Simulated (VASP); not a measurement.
# LiH in VASP: notebook

Runs on LiH. Level: HSE06. Tasks: single point.

Program: VASP 6.6.1. These are calculated values, not measurements. Logs are shortened: lines on timing, memory, paths and dates and some standing lists are left out, and cuts for length are marked.

## (1) The cell of the first run

It takes space group R-3m (No. 166, trigonal). Conventional cell: a = 3.538 Å, b = 3.538 Å, c = 4.296 Å, α = 90.00°, β = 90.00°, γ = 120.00°. Li (site symmetry -3m) has 8 H at 2.15 to 2.16 Å and 6 Li at 2.49 Å within 2.8 Å. Within 2.8 Å of H (site symmetry -3m) lie 8 Li at 2.15 to 2.16 Å and 6 H at 2.49 Å.

## (2) Single point, HSE06 (strain along [111] -0.9%)

POSCAR

```
LiH
1.0
    2.4945706788     -0.0070880330     -0.0070880330
   -0.0070880330      2.4945706788     -0.0070880330
   -0.0070880330     -0.0070880330      2.4945706788
Li H
1 1
Direct
    0.0000000000      0.0000000000      0.0000000000
    0.5000000000      0.5000000000      0.5000000000
```

INCAR.step1

```
SYSTEM = LiH
  ALGO = Normal
  EDIFF = 1E-5
  ENCUT = 520
  GGA = PE
  ISIF = 2
  ISMEAR = 0
  LASPH = .TRUE.
  LCHARG = .FALSE.
  LREAL = .FALSE.
  LWAVE = .TRUE.
  NBANDS = 9
  NELM = 80
  PREC = Accurate
  SIGMA = 0.01
```

INCAR.step2

```
SYSTEM = LiH
  ALGO = Normal
  EDIFF = 1E-7
  ENCUT = 520
  GGA = PE
  HFSCREEN = 0.2079
  ISIF = 2
  ISMEAR = 0
  ISTART = 1
  LASPH = .TRUE.
  LCHARG = .FALSE.
  LHFCALC = .TRUE.
  LREAL = .FALSE.
  LWAVE = .FALSE.
  NBANDS = 9
  NELM = 80
  PREC = Accurate
  PRECFOCK = Normal
  SIGMA = 0.01
```

KPOINTS

```
k-points
0
G
  8 8 8
  0 0 0
```

Potentials or basis: VASP PAW PBE potentials, release 64 (Li_sv, H).

Run with:

```sh
$ cat potpaw_PBE.64/Li_sv/POTCAR potpaw_PBE.64/H/POTCAR > POTCAR
$ cp INCAR.step1 INCAR
$ mpirun -np 1 vasp_std > vasp.out
$ cp INCAR.step2 INCAR
$ mpirun -np 1 vasp_std > vasp.out
```

OUTCAR:

```text
SYSTEM = LiH
   EDIFF = 1E-7
   ENCUT = 520
   GGA = PE
   HFSCREEN = 0.2079
   ISIF = 2
   ISMEAR = 0
   ISTART = 1
   LASPH = .TRUE.
   LHFCALC = .TRUE.
   LREAL = .FALSE.
   NELM = 80
   PREC = Accurate
   PRECFOCK = Normal

 ion  position               nearest neighbor table
   1  0.000  0.000  0.000-
   2  0.500  0.500  0.500-

  LATTYP: Found a trigonal (rhomboedric) cell.
 ALAT       =     2.4945908185
 COS(alpha) =    -0.0056746027

  Lattice vectors:

 A1 = (   2.4945706788,  -0.0070880330,  -0.0070880330)
 A2 = (  -0.0070880330,   2.4945706788,  -0.0070880330)
 A3 = (  -0.0070880330,  -0.0070880330,   2.4945706788)

Analysis of symmetry for initial positions (statically):
=====================================================================
 Subroutine PRICEL returns:
 Original cell was already a primitive cell.

 Routine SETGRP: Setting up the symmetry group for a
 trigonal (rhombohedral) supercell.

 Subroutine GETGRP returns: Found 12 space group operations
 (whereof 12 operations were pure point group operations)
 out of a pool of 12 trial point group operations.

The static configuration has the point symmetry D_3d.

Analysis of symmetry for dynamics (positions and initial velocities):
=====================================================================
 Subroutine PRICEL returns:
 Original cell was already a primitive cell.

 Routine SETGRP: Setting up the symmetry group for a
 trigonal (rhombohedral) supercell.

 Subroutine GETGRP returns: Found 12 space group operations
 (whereof 12 operations were pure point group operations)
 out of a pool of 12 trial point group operations.

The dynamic configuration has the point symmetry D_3d.

 Subroutine INISYM returns: Found 12 space group operations
 (whereof 12 operations are pure point group operations),
 and found     1 'primitive' translations

----------------------------------------------------------------------------------------

                                     Primitive cell

  volume of cell :      15.5230

  direct lattice vectors                    reciprocal lattice vectors
     2.494570679 -0.007088033 -0.007088033     0.400877073  0.001142291  0.001142291
    -0.007088033  2.494570679 -0.007088033     0.001142291  0.400877073  0.001142291
    -0.007088033 -0.007088033  2.494570679     0.001142291  0.001142291  0.400877073

  length of vectors
[... 90 lines left out ...]
   POTIM  = 0.5000    time-step for ionic-motion
   TEBEG  =    0.0;   TEEND  =   0.0 temperature during run
   PSTRESS=    0.0 pullay stress
   NELECT =       4.0000    total number of electrons
   NUPDOWN=      -1.0000    fix difference up-down
   EMIN   =  10.00;   EMAX   =-10.00  energy-range for DOS
   EFERMI =   0.00;   METHOD = LEGACY
   ISMEAR =     0;   SIGMA  =   0.01  broadening in eV -4-tet -1-fermi 0-gaus
   EFERMI_NEDOS =   21; number of points for ismear=-14 and -15
   IALGO  =     38    algorithm
   IMIX   =      1    mixing-type and parameters
     AMIX     =   0.40;   BMIX     =  1.00
     AMIX_MAG =   1.60;   BMIX_MAG =  1.00
  volume/ion in A,a.u.               =       7.76        52.38
  Fermi-wavevector in a.u.,A,eV,Ry     =   1.041764  1.968648 14.766015  1.085271
  Thomas-Fermi vector in A             =   2.176399
   LORBIT       =      0    0 simple, 1 ext, 2 COOP (PROOUT), +10 PAW based schemes
   GGA     = PE    functional components
   LHFCALC =     T    Hartree Fock is set to
   PRECFOCK=normal    Normal, Fast or Accurate (Low or Medium for compatibility)
   ENCUT4O =  -1.0   cutoff for four orbital integrals eV
   NKREDX  =     1    reduce k-point grid by
   NKREDY  =     1    reduce k-point grid by
   NKREDZ  =     1    reduce k-point grid by
   AEXX    =    0.2500 exact exchange contribution
   HFSCREEN=    0.2079 screening length (either q_TF or 0.3 A-1)
   HFSCREENC=   0.2079 screening length for correlation (either q_TF or 0.3 A-1)
   ENCUTFOCK=  -1.0 apply spherical cutoff to Coloumb kernel
   IVDW    =     0    specifies the selected vdW correction
   LEPSILON=     F    determine dielectric tensor
   LRPA    =     F    only Hartree local field effects (RPA)
 non-spin polarized calculation
 Gauss-broadening in eV      SIGMA  =   0.01
  energy-cutoff  :      520.00
  volume of cell :       15.52
 maximum number of plane-waves:       437
  NGX = 14; NGY = 14; NGZ = 14

 number of electron       4.0000011 magnetization

 Free energy of the ion-electron system (eV)
  ---------------------------------------------------
  ext. energy  EPLUGINS =         0.00000000
  ---------------------------------------------------
  free energy    TOTEN  =        -6.30179039 eV

  energy without entropy =       -6.30179039  energy(sigma->0) =       -6.30179039

 E-fermi :   3.4714     XC(G=0):  -7.2578

 val. band max:        3.2507723844   @ k =   0.5000   0.5000   0.5000
 cond. band min:       4.6799560457   @ k =   0.5000  -0.0000   0.0000
 fundamental gap:      1.4291836613
 Fermi energy:         3.4713795189

 k-point     1 :       0.0000    0.0000    0.0000
  band No.  band energies     occupation
      1     -48.2296      2.00000
      2      -6.6080      2.00000
      3      16.3956      0.00000
      4      16.4579      0.00000
      5      16.4579      0.00000
      6      17.4586      0.00000
      7      19.5073      0.00000
      8      19.5073      0.00000
      9      36.4943      0.00000
[... 265 lines left out ...]
 k-point    24 :       0.3750    0.1250    0.1250
  band No.  band energies     occupation
      1     -48.1641      2.00000
      2      -3.8770      2.00000
      3       6.1395      0.00000
      4      13.7447      0.00000
      5      15.6128      0.00000
      6      21.1393      0.00000
      7      22.3814      0.00000
      8      28.4187      0.00000
      9      28.9191      0.00000

 [... further k-points ...]
[... 5 lines left out ...]
  --------------------------------------------------------------------------------------
  -------------------------------------------------------------------------------------
  Total       -0.0123934     -0.0123934     -0.0123934     -0.0119878     -0.0119878     -0.0119878
  in kB       -1.2791580     -1.2791580     -1.2791580     -1.2372963     -1.2372963     -1.2372963
  external PRESSURE =      -1.2791580 kB  Pullay stress =       0.0000000 kB

 VOLUME and BASIS-vectors are now :
 -----------------------------------------------------------------------------
  energy-cutoff  :      520.00
  volume of cell :       15.52
      direct lattice vectors                 reciprocal lattice vectors
     2.494570679 -0.007088033 -0.007088033     0.400877073  0.001142291  0.001142291
    -0.007088033  2.494570679 -0.007088033     0.001142291  0.400877073  0.001142291
    -0.007088033 -0.007088033  2.494570679     0.001142291  0.001142291  0.400877073

 POSITION                                       TOTAL-FORCE (eV/Angst)
 -----------------------------------------------------------------------------------
      0.00000      0.00000      0.00000         0.000000     -0.000000      0.000000
      1.24020      1.24020      1.24020        -0.000000      0.000000      0.000000
 -----------------------------------------------------------------------------------
    total drift:                               -0.000000     -0.000000     -0.000000

  FREE ENERGIE OF THE ION-ELECTRON SYSTEM (eV)
  ---------------------------------------------------
  free  energy   TOTEN  =        -6.3017903924 eV

  energy  without entropy=       -6.3017903924  energy(sigma->0) =       -6.30179039
```

OUTCAR.step1:

```text
SYSTEM = LiH
   EDIFF = 1E-5
   ENCUT = 520
   GGA = PE
   ISIF = 2
   ISMEAR = 0
[... 511 lines left out ...]
      0.00000      0.00000      0.00000         0.000000      0.000000      0.000000
      1.24020      1.24020      1.24020        -0.000000     -0.000000      0.000000
 -----------------------------------------------------------------------------------
    total drift:                                0.000000      0.000000      0.000000

  FREE ENERGIE OF THE ION-ELECTRON SYSTEM (eV)
  ---------------------------------------------------
  free  energy   TOTEN  =        -5.6582524234 eV

  energy  without entropy=       -5.6582524234  energy(sigma->0) =       -5.65825242
```

OSZICAR.step1:

```text
N       E                     dE             d eps       ncg     rms          rms(c)
DAV:   1    -0.129636972654E+01   -0.12964E+01   -0.14018E+03  1202   0.407E+02
DAV:   2    -0.585342321003E+01   -0.45571E+01   -0.45146E+01  1647   0.549E+01
DAV:   3    -0.592480566359E+01   -0.71382E-01   -0.71310E-01  1386   0.533E+00
DAV:   4    -0.592496040258E+01   -0.15474E-03   -0.15467E-03  1545   0.280E-01
DAV:   5    -0.592496071469E+01   -0.31211E-06   -0.31211E-06  1406   0.108E-02    0.282E+00
DAV:   6    -0.572747803286E+01    0.19748E+00   -0.16182E-01  1347   0.121E+00    0.141E+00
DAV:   7    -0.565717788833E+01    0.70300E-01   -0.21265E-01  1396   0.153E+00    0.224E-01
DAV:   8    -0.565832524604E+01   -0.11474E-02   -0.40847E-03  1397   0.429E-01    0.528E-02
DAV:   9    -0.565825257181E+01    0.72674E-04   -0.28158E-04  1541   0.563E-02    0.586E-03
DAV:  10    -0.565825242338E+01    0.14843E-06   -0.69224E-06  1104   0.194E-02
   1 F= -.56582524E+01 E0= -.56582524E+01  d E =-.900607E-14
```

Wall time 3.6 min (1 thread of Intel Xeon 6975P-C (Granite Rapids), shared host); peak memory 0.23 GiB.

Results:

| Item | Value |
| --- | --- |
| Free energy | -6.3018 eV |
| Band gap on the k mesh | 1.43 eV, indirect (least direct gap 5.21 eV) |

Caveat: the cell differs from its parent crystal (strain along [111] -0.9%); the cutoff is under 1.25 times the usual one of these potentials, so pressure, stress and relaxed cells hold a basis-set (Pulay) error; the PAW data sets were made with another functional, which shifts forces and pressure a little. A k mesh can miss the band edges.

## (3) Single point, HSE06 (biaxial xy strain +4.4%)

POSCAR

```
LiH
1.0
    2.6127323586      0.0000000000      0.0000000000
    0.0000000000      2.6127323586      0.0000000000
    0.0000000000      0.0000000000      2.5016587118
Li H
1 1
Direct
    0.0000000000      0.0000000000      0.0000000000
    0.5000000000      0.5000000000      0.5000000000
```

INCAR.step1

```
PREC = Accurate
ENCUT = 520
EDIFF = 1E-5
ISMEAR = 0
SIGMA = 0.01
LREAL = False
LASPH = True
NELM = 80
ALGO = Normal
ISIF = 2
LWAVE = True
LCHARG = False
GGA = PE
NBANDS = 9
```

INCAR.step2

```
PREC = Accurate
ENCUT = 520
EDIFF = 1E-6
ISMEAR = 0
SIGMA = 0.01
LREAL = False
LASPH = True
NELM = 80
ALGO = Normal
ISIF = 2
LWAVE = False
LCHARG = False
GGA = PE
LHFCALC = True
HFSCREEN = 0.2079
PRECFOCK = Normal
ISTART = 1
NBANDS = 9
```

KPOINTS

```
regular mesh
0
Gamma
  8 8 8
```

Potentials or basis: VASP PAW PBE potentials, release 64 (Li_sv, H).

Run with:

```sh
$ cat potpaw_PBE.64/Li_sv/POTCAR potpaw_PBE.64/H/POTCAR > POTCAR
$ cp INCAR.step1 INCAR
$ mpirun -np 1 vasp_std > vasp.out
$ cp INCAR.step2 INCAR
$ mpirun -np 1 vasp_std > vasp.out
```

Run time: 5 min. Hardware: 1 thread of Intel Xeon 6975P-C (Granite Rapids), shared host; peak memory 0.24 GiB.

Results (log left out):

- Free energy: -6.2734 eV
- Band gap on the k mesh: 1.27 eV, indirect (least direct gap 5.02 eV)

Levels at points of the mesh, in eV from the valence-band top:
| k point | band 1 | band 2 | band 3 | band 4 | band 5 |
| --- | --- | --- | --- | --- | --- |
| (0.00, 0.00, 0.00) | -51.33 | -9.20 | 12.05 | 12.05 | 12.93 |
| (0.50, 0.00, 0.00) | -51.29 | -6.82 | 1.27 | 12.27 | 16.00 |
| (0.50, 0.50, 0.00) | -51.26 | -2.98 | 2.19 | 2.19 | 9.33 |
| (0.00, 0.00, 0.50) | -51.28 | -6.42 | 1.75 | 11.70 | 16.53 |
| (0.50, 0.00, 0.50) | -51.25 | -2.58 | 2.44 | 2.73 | 9.76 |
| (0.50, 0.50, 0.50) | -51.22 | 0.00 | 7.00 | 7.42 | 7.42 |

Caveat: the cell differs from its parent crystal (biaxial xy strain +4.4%); the cutoff is under 1.25 times the usual one of these potentials, so pressure, stress and relaxed cells hold a basis-set (Pulay) error; the PAW data sets were made with another functional, which shifts forces and pressure a little. A k mesh can miss the band edges.
